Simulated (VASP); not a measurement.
# Cd (Fm-3m) in VASP: further runs

Cd is run at these levels: PBE; tasks: single point, relaxation of cell and atoms.

Program: VASP 6.6.1. These are calculated values, not measurements. Logs are shortened: lines on timing, memory, paths and dates and some standing lists are left out, and cuts for length are marked.

## (1) The cell of the first run

It takes space group Fm-3m (No. 225, cubic). Conventional cell: a = 4.508 Å, b = 4.508 Å, c = 4.508 Å, α = 90.00°, β = 90.00°, γ = 90.00°. Within 4.2 Å of Cd (site symmetry m-3m) lie 12 Cd at 3.19 Å.

This isn't the form of Cd at room conditions, which is hcp.

## (2) Single point, PBE

The input, INCAR:

```
SYSTEM = Cd
PREC     = Accurate       ! precision mode
ENCUT    = 520            ! plane-wave cutoff, eV
EDIFF    = 1E-6           ! SCF threshold, eV
ISMEAR   = -1             ! smearing method
SIGMA    = 0.05           ! smearing width, eV
LREAL    = .FALSE.        ! projectors in reciprocal space
LASPH    = .TRUE.         ! aspherical terms in the spheres
NELM     = 80             ! most SCF steps
ALGO     = Normal         ! electronic algorithm
ISIF     = 2              ! what is computed and relaxed
LWAVE    = .FALSE.        ! write WAVECAR
LCHARG   = .FALSE.        ! write CHGCAR
GGA      = PE             ! functional
NBANDS   = 12             ! bands
```

The input, KPOINTS:

```
Automatic mesh
0
G
  16 16 16
  0 0 0
```

The input, POSCAR:

```
Cd
1.0
    0.0000000000      2.2538975769      2.2538975769
    2.2538975769      0.0000000000      2.2538975769
    2.2538975769      2.2538975769      0.0000000000
Cd
1
Direct
    0.0000000000      0.0000000000      0.0000000000
```

Potentials or basis: VASP PAW PBE potentials, release 64 (Cd).

Run with:

```bash
$ cat potpaw_PBE.64/Cd/POTCAR > POTCAR
$ mpirun -np 1 vasp_std > vasp.out
```

OUTCAR:

```text
SYSTEM = Cd
   PREC = Accurate
   ENCUT = 520
   EDIFF = 1E-6
   ISMEAR = -1
   LREAL = .FALSE.
   LASPH = .TRUE.
   NELM = 80
   ISIF = 2
   GGA = PE

 ion  position               nearest neighbor table
   1  0.000  0.000  0.000-

  LATTYP: Found a face centered cubic cell.
 ALAT       =     4.5077951538

  Lattice vectors:

 A1 = (   0.0000000000,   2.2538975769,   2.2538975769)
 A2 = (   2.2538975769,   0.0000000000,   2.2538975769)
 A3 = (   2.2538975769,   2.2538975769,   0.0000000000)

Analysis of symmetry for initial positions (statically):
=====================================================================
 Subroutine PRICEL returns:
 Original cell was already a primitive cell.

 Routine SETGRP: Setting up the symmetry group for a
 face centered cubic supercell.

 Subroutine GETGRP returns: Found 48 space group operations
 (whereof 48 operations were pure point group operations)
 out of a pool of 48 trial point group operations.

The static configuration has the point symmetry O_h .

Analysis of symmetry for dynamics (positions and initial velocities):
=====================================================================
 Subroutine PRICEL returns:
 Original cell was already a primitive cell.

 Routine SETGRP: Setting up the symmetry group for a
 face centered cubic supercell.

 Subroutine GETGRP returns: Found 48 space group operations
 (whereof 48 operations were pure point group operations)
 out of a pool of 48 trial point group operations.

The dynamic configuration has the point symmetry O_h .

 Subroutine INISYM returns: Found 48 space group operations
 (whereof 48 operations are pure point group operations),
 and found     1 'primitive' translations

----------------------------------------------------------------------------------------

                                     Primitive cell

  volume of cell :      22.8998

  direct lattice vectors                    reciprocal lattice vectors
     0.000000000  2.253897577  2.253897577    -0.221837942  0.221837942  0.221837942
     2.253897577  0.000000000  2.253897577     0.221837942 -0.221837942  0.221837942
     2.253897577  2.253897577  0.000000000     0.221837942  0.221837942 -0.221837942

  length of vectors
     3.187492521  3.187492521  3.187492521     0.384234587  0.384234587  0.384234587

  position of ions in fractional coordinates (direct lattice)
     0.000000000  0.000000000  0.000000000

  ion indices of the primitive-cell ions
   primitive index   ion index
                 1           1
[... 73 lines left out ...]
   LREAL  =      F    real-space projection
   EDIFFG = 0.1E-04   stopping-criterion for IOM
   NSW    =      0    number of steps for IOM
   IBRION =     -1    ionic relax: 0-MD 1-quasi-New 2-CG
   NFREE  =      0    steps in history (QN), initial steepest desc. (CG)
   ISIF   =      2    stress and relaxation
   ISYM   =      2    0-nonsym 1-usesym 2-fastsym
   POTIM  = 0.5000    time-step for ionic-motion
   TEBEG  =    0.0;   TEEND  =   0.0 temperature during run
   PSTRESS=    0.0 pullay stress
   NELECT =      12.0000    total number of electrons
   NUPDOWN=      -1.0000    fix difference up-down
   EMIN   =  10.00;   EMAX   =-10.00  energy-range for DOS
   EFERMI =   0.00;   METHOD = LEGACY
   ISMEAR =    -1;   SIGMA  =   0.05  broadening in eV -4-tet -1-fermi 0-gaus
   EFERMI_NEDOS =   21; number of points for ismear=-14 and -15
   IALGO  =     38    algorithm
   IMIX   =      4    mixing-type and parameters
     AMIX     =   0.40;   BMIX     =  1.00
     AMIX_MAG =   1.60;   BMIX_MAG =  1.00
  volume/ion in A,a.u.               =      22.90       154.54
  Fermi-wavevector in a.u.,A,eV,Ry     =   1.319849  2.494154 23.701385  1.742003
  Thomas-Fermi vector in A             =   2.449718
   LORBIT       =      0    0 simple, 1 ext, 2 COOP (PROOUT), +10 PAW based schemes
   GGA     = PE    functional components
   LHFCALC =     F    Hartree Fock is set to
   AEXX    =    0.0000 exact exchange contribution
   IVDW    =     0    specifies the selected vdW correction
   LEPSILON=     F    determine dielectric tensor
   LRPA    =     F    only Hartree local field effects (RPA)
 non-spin polarized calculation
  energy-cutoff  :      520.00
  volume of cell :       22.90
 maximum number of plane-waves:       636
   NGX = 11   NGY = 11   NGZ = 11

 number of electron      11.9999992 magnetization

 Free energy of the ion-electron system (eV)
  ---------------------------------------------------
  ext. energy  EPLUGINS =         0.00000000
  ---------------------------------------------------
  free energy    TOTEN  =        -0.73846892 eV

  energy without entropy =       -0.73453997  energy(sigma->0) =       -0.73650445

 E-fermi :   2.4941     XC(G=0): -10.7342

 val. band max:        2.4903927662   @ k =   0.4375   0.0000   0.0000
 cond. band min:       2.5626367794   @ k =  -0.3125   0.3750   0.1250
 fundamental gap:      0.0722440133
 Fermi energy:         2.4940867704

 k-point     1 :       0.0000    0.0000    0.0000
  band No.  band energies     occupation
      1      -6.5129      2.00000
      2      -6.5129      2.00000
      3      -6.5129      2.00000
      4      -6.1051      2.00000
      5      -6.1051      2.00000
      6      -5.9386      2.00000
      7      16.2233      0.00000
      8      16.9756      0.00000
      9      16.9756      0.00000
     10      16.9756      0.00000
     11      20.2758      0.00000
     12      20.2758      0.00000
[... 331 lines left out ...]
 k-point    24 :      -0.0625    0.0625    0.0000
  band No.  band energies     occupation
      1      -6.5369      2.00000
      2      -6.4784      2.00000
      3      -6.4735      2.00000
      4      -6.1314      2.00000
      5      -6.1010      2.00000
      6      -5.6677      2.00000
      7      14.7398      0.00000
      8      14.8274      0.00000
      9      16.8227      0.00000
     10      17.3079      0.00000
     11      20.3234      0.00000
     12      20.3832      0.00000

 [... further k-points ...]
[... 5 lines left out ...]
  --------------------------------------------------------------------------------------
  -------------------------------------------------------------------------------------
  Total        0.0336535      0.0336535      0.0336535      0.0000000      0.0000000     -0.0000000
  in kB        2.3545543      2.3545543      2.3545543      0.0000000      0.0000000     -0.0000000
  external PRESSURE =       2.3545543 kB  Pullay stress =       0.0000000 kB

 VOLUME and BASIS-vectors are now :
 -----------------------------------------------------------------------------
  energy-cutoff  :      520.00
  volume of cell :       22.90
      direct lattice vectors                 reciprocal lattice vectors
     0.000000000  2.253897577  2.253897577    -0.221837942  0.221837942  0.221837942
     2.253897577  0.000000000  2.253897577     0.221837942 -0.221837942  0.221837942
     2.253897577  2.253897577  0.000000000     0.221837942  0.221837942 -0.221837942

 POSITION                                       TOTAL-FORCE (eV/Angst)
 -----------------------------------------------------------------------------------
      0.00000      0.00000      0.00000         0.000000      0.000000      0.000000
 -----------------------------------------------------------------------------------
    total drift:                               -0.000000      0.000000      0.000000

  FREE ENERGIE OF THE ION-ELECTRON SYSTEM (eV)
  ---------------------------------------------------
  free  energy   TOTEN  =        -0.7384689246 eV

  energy  without entropy=       -0.7345399741  energy(sigma->0) =       -0.73650445
```

OSZICAR:

```text
N       E                     dE             d eps       ncg     rms          rms(c)
DAV:   1     0.716222398714E+02    0.71622E+02   -0.69461E+03  3676   0.988E+02
DAV:   2     0.552888003645E+00   -0.71069E+02   -0.67635E+02  3776   0.238E+02
DAV:   3    -0.776056041350E+00   -0.13289E+01   -0.13282E+01  4128   0.365E+01
DAV:   4    -0.777699976794E+00   -0.16439E-02   -0.16439E-02  3928   0.126E+00
DAV:   5    -0.777703961349E+00   -0.39846E-05   -0.39847E-05  4172   0.625E-02    0.272E+00
DAV:   6    -0.739478043715E+00    0.38226E-01   -0.10644E-01  4128   0.407E+00    0.223E+00
DAV:   7    -0.738109889400E+00    0.13682E-02   -0.99384E-03  4080   0.102E+00    0.112E+00
DAV:   8    -0.738430551231E+00   -0.32066E-03   -0.13982E-03  3712   0.497E-01    0.576E-02
DAV:   9    -0.738464485208E+00   -0.33934E-04   -0.15250E-05  4112   0.371E-02    0.104E-02
DAV:  10    -0.738469023678E+00   -0.45385E-05   -0.35450E-06  3732   0.205E-02    0.123E-03
DAV:  11    -0.738468924572E+00    0.99106E-07   -0.13919E-08  2024   0.118E-03
   1 F= -.73846892E+00 E0= -.73650445E+00  d E =-.392895E-02
```

It took 28 s on 1 thread of Intel Xeon 8259CL, shared host; peak memory 0.16 GiB.

Results:

```
Free energy            : -0.7385 eV
Pressure               : 0.2 GPa
Band gap on the k mesh : zero (bands 6 and 7 overlap by 3.24 eV)
```

## (3) Single point, PBE

This run uses another cell than the first one, of 23.83 Å³/atom.

The input, INCAR:

```
PREC = Accurate
ENCUT = 520
EDIFF = 1E-7
ISMEAR = -1
SIGMA = 0.05
LREAL = F
LASPH = T
NELM = 100
ALGO = Normal
ISIF = 2
LWAVE = F
LCHARG = T
GGA = PE
LELF = T
LVHAR = T
NBANDS = 12
```

The input, KPOINTS:

```
Automatic mesh
0
Gamma
  16 16 16
```

The input, POSCAR:

```
Cd
1.0
    0.0000000000      2.2839856926      2.2839856926
    2.2839856926      0.0000000000      2.2839856926
    2.2839856926      2.2839856926      0.0000000000
Cd
1
Direct
    0.0000000000      0.0000000000      0.0000000000
```

Potentials or basis: VASP PAW PBE potentials, release 64 (Cd).

Run with:

```bash
$ cat potpaw_PBE.64/Cd/POTCAR > POTCAR
$ mpirun -np 1 vasp_std > vasp.out
```

Wall time 24 s (1 thread of Intel Xeon 8259CL, shared host); peak memory 0.16 GiB.

The run converged. Its results:

```yaml
Free_energy: -0.7353 eV
Pressure: -1.3 GPa
Band_gap_on_the_k_mesh: zero (bands 6 and 7 overlap by 3.13 eV)
```

Levels at points of the mesh, in eV from the Fermi level:
```tsv
k point	band 2	band 3	band 4	band 5	band 6	band 7	band 8	band 9	band 10	band 11
(0.00, 0.00, 0.00)	-8.91	-8.91	-8.53	-8.53	-8.15	13.59	14.09	14.09	14.09	17.35
(0.50, 0.00, 0.00)	-8.90	-8.90	-8.22	-8.22	-1.97	-1.43	11.78	11.78	12.72	15.59
(0.50, 0.50, 0.00)	-9.35	-8.24	-8.14	-8.14	-0.57	1.08	6.51	6.51	10.40	10.48
```

## (4) Relaxation of cell and atoms, PBE

The input, INCAR:

```
SYSTEM = Cd
  ALGO = Normal
  EDIFF = 1E-6
  EDIFFG = -0.005
  ENCUT = 600
  GGA = PE
  IBRION = 2
  ISIF = 3
  ISMEAR = -1
  LASPH = .TRUE.
  LCHARG = .FALSE.
  LREAL = .FALSE.
  LWAVE = .FALSE.
  NELM = 80
  NSW = 45
  PREC = Accurate
  SIGMA = 0.05
```

The input, KPOINTS:

```
k-points
0
G
  16 16 16
  0 0 0
```

The input, POSCAR:

```
Cd
1.0
    0.0000000000      2.2538975769      2.2538975769
    2.2538975769      0.0000000000      2.2538975769
    2.2538975769      2.2538975769      0.0000000000
Cd
1
Direct
    0.0000000000      0.0000000000      0.0000000000
```

Run with:

```bash
$ cat potpaw_PBE.64/Cd/POTCAR > POTCAR
$ mpirun -np 1 vasp_std > vasp.out
```

Wall time 73 s (1 thread of Intel Xeon 8259CL, shared host); peak memory 0.19 GiB.

Results (log left out):

| Item | Value |
| --- | --- |
| Free energy | -0.7381 eV |
| Relaxed volume | 22.96 Å³/atom |
| Relaxed cell | a = 3.190 Å, b = 3.190 Å, c = 3.190 Å, α = 60.00°, β = 60.00°, γ = 60.00° |
| Space group after relaxing (to 0.1 Å) | Fm-3m (No. 225) |
| Energy gained by relaxing | 0.0 meV/atom |
| Ionic steps | 2 |
| Pressure after relaxing | 0.0 GPa |
| Band gap on the k mesh | zero (bands 6 and 7 overlap by 3.23 eV) |

Final structure:
```xyz
1
Lattice="0.0000 2.2560 2.2560 2.2560 0.0000 2.2560 2.2560 2.2560 0.0000" Properties=species:S:1:pos:R:3 pbc="T T T"
Cd    0.0000    0.0000    0.0000
```

Levels at points of the mesh, in eV from the Fermi level:
```csv
k point,band 2,band 3,band 4,band 5,band 6,band 7,band 8,band 9,band 10
"(0.00, 0.00, 0.00)",-9.00,-9.00,-8.59,-8.59,-8.41,13.72,14.45,14.45,14.45
"(0.50, 0.00, 0.00)",-9.00,-9.00,-8.26,-8.26,-2.12,-1.39,12.10,12.10,12.84
"(0.50, 0.50, 0.00)",-9.50,-8.28,-8.17,-8.17,-0.67,1.21,6.62,6.62,10.69
```

## (5) The runs side by side

| task | cell | cutoff (eV) | gap on the mesh (eV) | pressure (GPa) |
| --- | --- | --- | --- | --- |
| single point | a = 3.187 Å, angles 60.0°, 1 atom | 520 | none | 0.2 |
| single point | a = 3.230 Å, angles 60.0°, 1 atom | 520 | none | -1.3 |
| relaxation of cell and atoms | relaxed from a = 3.187 Å, angles 60.0°, 1 atom | 600 | none | 0.0 |

Alike in all rows: level PBE; potentials or basis VASP PAW PBE potentials, release 64 (Cd); no spin polarisation; k mesh 16 × 16 × 16; smearing fermi-dirac 0.05 eV.

Absolute energies hang on the potentials; compare differences alone.
